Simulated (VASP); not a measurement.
Write the native input for VASP 6.6.1 that does the following.

```
Task                   : single point
Functional             : PBE
Potentials or basis    : VASP PAW PBE potentials, release 64 (Ga_d, As)
Cutoff                 : 520 eV
k mesh                 : 12 × 12 × 4
Occupations            : gaussian, width 0.1 eV
Spin                   : no spin polarisation
Dipole correction      : no
Further INCAR settings : ALGO = Normal; EDIFF = 1e-06; NBANDS = 32
```

The structure of GaAs2 lies in POSCAR:

```
GaAs2
1.0
    3.6459650191      0.0000000000      0.0000000000
   -1.8229825096      3.1574983279      0.0000000000
    0.0000000000      0.0000000000     11.3788090718
Ga As
2 4
Direct
    0.3333333333      0.6666666667      0.2500000000
    0.6666666667      0.3333333333      0.7500000000
    0.3333333333      0.6666666667      0.5670585853
    0.6666666667      0.3333333333      0.0670585853
    0.3333333333      0.6666666667      0.9329414147
    0.6666666667      0.3333333333      0.4329414147
```

One way to write it, as run:

INCAR

```
  PREC = Accurate
  ENCUT = 520
  EDIFF = 1E-6
  ISMEAR = 0
  SIGMA = 0.1
  LREAL = F
  LASPH = T
  NELM = 80
  ALGO = Normal
  ISIF = 2
  LWAVE = F
  LCHARG = F
  GGA = PE
  NBANDS = 32
```

KPOINTS

```
Automatic mesh
0
Gamma
  12 12 4
```

Potentials or basis: VASP PAW PBE potentials, release 64 (Ga_d, As).

Launch:

```sh
$ cat potpaw_PBE.64/Ga_d/POTCAR potpaw_PBE.64/As/POTCAR > POTCAR
$ mpirun -np 1 vasp_std > vasp.out
```

Results of the run:

```yaml
Pressure: 0.1 GPa
Largest_force: 0.026 eV/Å
Band_gap_on_the_k_mesh: zero (bands 23 and 24 overlap by 3.44 eV)
```

Wall time 4.8 min on 1 thread of Intel Xeon 8259CL, on a shared host, peak memory 0.37 GiB.
